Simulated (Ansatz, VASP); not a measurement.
**One calculation of Si6Sb, two programs**

File INCAR:

```
PREC     = Accurate       # precision mode
ENCUT    = 520            # plane-wave cutoff, eV
EDIFF    = 1E-7           # SCF threshold, eV
ISMEAR   = -1             # smearing method
SIGMA    = 0.1            # smearing width, eV
LREAL    = False          # projectors in reciprocal space
LASPH    = True           # aspherical terms in the spheres
NELM     = 60             # most SCF steps
ALGO     = Normal         # electronic algorithm
ISIF     = 2              # what is computed and relaxed
LWAVE    = False          # write WAVECAR
LCHARG   = True           # write CHGCAR
GGA      = CA             # functional
LELF     = True           # ELF
LVHAR    = True         
NBANDS   = 42             # bands
```

KPOINTS

```
Automatic mesh
0
Gamma
  8 8 3
```

File POSCAR:

```
Si6Sb
1.0
    4.3186700000      0.0000000000      0.0000000000
    2.1593350000     -4.9984980000      0.0000000000
    0.0000000000      0.0000000000    -11.5354170000
Sb Si
2 12
Direct
    0.2744900000      0.4510200000      0.7500000000
    0.7255100000      0.5489800000      0.2500000000
    0.2469600000      0.5060800000      0.4626100000
    0.7530400000      0.4939200000      0.9626100000
    0.7530400000      0.4939200000      0.5373900000
    0.2469600000      0.5060800000      0.0373900000
    0.5589600000      0.8820800000      0.6468200000
    0.4410400000      0.1179200000      0.1468200000
    0.4410400000      0.1179200000      0.3531800000
    0.5589600000      0.8820800000      0.8531800000
    0.0235400000      0.9529200000      0.4018100000
    0.9764600000      0.0470800000      0.9018100000
    0.9764600000      0.0470800000      0.5981900000
    0.0235400000      0.9529200000      0.0981900000
```

Input for Ansatz:

```yaml
crystal:
  lattice:
    - [4.31867, 0.0, 0.0]
    - [2.159335, -4.998498, 0.0]
    - [0.0, 0.0, -11.535417]
  atoms:
    - { symbol: Sb, position: [0.27449, 0.45102, 0.75] }
    - { symbol: Sb, position: [0.72551, 0.54898, 0.25] }
    - { symbol: Si, position: [0.24696, 0.50608, 0.46261] }
    - { symbol: Si, position: [0.75304, 0.49392, 0.96261] }
    - { symbol: Si, position: [0.75304, 0.49392, 0.53739] }
    - { symbol: Si, position: [0.24696, 0.50608, 0.03739] }
    - { symbol: Si, position: [0.55896, 0.88208, 0.64682] }
    - { symbol: Si, position: [0.44104, 0.11792, 0.14682] }
    - { symbol: Si, position: [0.44104, 0.11792, 0.35318] }
    - { symbol: Si, position: [0.55896, 0.88208, 0.85318] }
    - { symbol: Si, position: [0.02354, 0.95292, 0.40181] }
    - { symbol: Si, position: [0.97646, 0.04708, 0.90181] }
    - { symbol: Si, position: [0.97646, 0.04708, 0.59819] }
    - { symbol: Si, position: [0.02354, 0.95292, 0.09819] }
  symmetry: { tolerance: 0.0003 }
kpoints:
  mp_grid: { grid: [8, 8, 3], shift: [0, 0, 0] }
  band_path:
    path:
      - [0.0, 0.0, 0.0]
      - [0.0, -0.5, 0.0]
      - [0.40668939, -0.2966553, 0.0]
      - [0.59331061, 0.2966553, 0.0]
      - [0.0, 0.0, 0.0]
      - [0.0, 0.0, -0.5]
      - [0.59331061, 0.2966553, -0.5]
      - [0.40668939, -0.2966553, -0.5]
      - [0.0, -0.5, -0.5]
      - [0.0, -0.5, 0.0]
      - [0.0, 0.0, 0.0]
    npoints: 7
magnetization:
  spin_polarized: false
scf:
  occupations: { method: fermi_dirac }
  lower_state_search: "off"
  max_iter: 200
hamiltonian:
  pseudopotentials: { kind: paw }
  xc: lda
basis:
  ecutwfc: 420
  fft_grid_basis: typed
output:
  forces: true
  stress: true
  eigenvalues: true
  bader: true
  populations: true
  elf: true
  write_potential: true
  volumetric_format: npy
  dos:
    e_range: [-12, 8]
    de: 0.05
    projected: { site_lists: { Sb: [Sb], Si: [Si] } }
checkpoint:
  read: saved_state
```

Alike in both runs: task single point; functional LDA; k mesh 8 × 8 × 3; no spin polarisation.

```csv
,VASP,Ansatz
version,VASP 6.6.1,Ansatz 0.2.0
potentials or method,"VASP PAW LDA potentials, release 64 (Sb, Si), cutoff 520 eV",PAW plane waves
occupations,"fermi-dirac, width 0.1 eV",fermi-dirac
valence electrons in the cell,58,78
```

|  | VASP | Ansatz | Ansatz less VASP |
| --- | --- | --- | --- |
| pressure (GPa) | 2.5 | 2.5 | -0.04 |
| traceless stress, the component that is largest in VASP (GPa) | 2.03 | 2.02 | -0.010 |
| rms of the force components (eV/Å) | 0.398 | 0.396 | -0.0015 |

LDA's correlation is that of Perdew and Zunger in VASP and of Perdew and Wang (1992) in Ansatz. Atom by atom the forces differ by 0.002 eV/Å (rms over components). VASP's potentials hold 58 valence electrons a cell and Ansatz's 78, so a difference there can come from the potentials and not from the codes.

Neither program's run includes spin-orbit coupling.
